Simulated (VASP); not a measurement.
OsS3F2, 6 atoms in the cell. The cell holds a molecule in a box, 6 atoms: a = 12.200 Å, b = 12.870 Å, c = 12.680 Å, α = 90.00°, β = 90.00°, γ = 90.00°. 

```yaml
Program: VASP 6.6.1
Task: single point
Functional: PBE
Potentials_or_basis: VASP PAW PBE potentials, release 64 (Os, S, F)
Cutoff: 520 eV
k_mesh: 1 × 1 × 1
Occupations: gaussian, width 0.01 eV
Spin: non-collinear spin, zero start, spin-orbit coupling
Starting_moments: "[[0.0, 0.0, 0.0], [0.0, 0.0, 0.0], [0.0, 0.0, 0.0], [0.0, 0.0, 0.0], [0.0, 0.0, 0.0], [0.0, 0.0, 0.0]] μB"
Dipole_correction: no
Further_INCAR_settings: ALGO = Normal; EDIFF = 1e-06; NBANDS = 56
```

Potentials or basis: VASP PAW PBE potentials, release 64 (Os, S, F).

Command:

```console
$ cat potpaw_PBE.64/Os/POTCAR potpaw_PBE.64/S/POTCAR potpaw_PBE.64/F/POTCAR > POTCAR
$ mpirun -np 1 vasp_ncl > vasp.out
```

Hardware: 1 thread of Intel Xeon 8259CL (shared host).

Q: How long does it take, and how much memory?

A: Wall time 50 min on 1 thread of Intel Xeon 8259CL, with other jobs on the host, peak memory 4.6 GiB. Counts: scf iterations 28, k points 1.
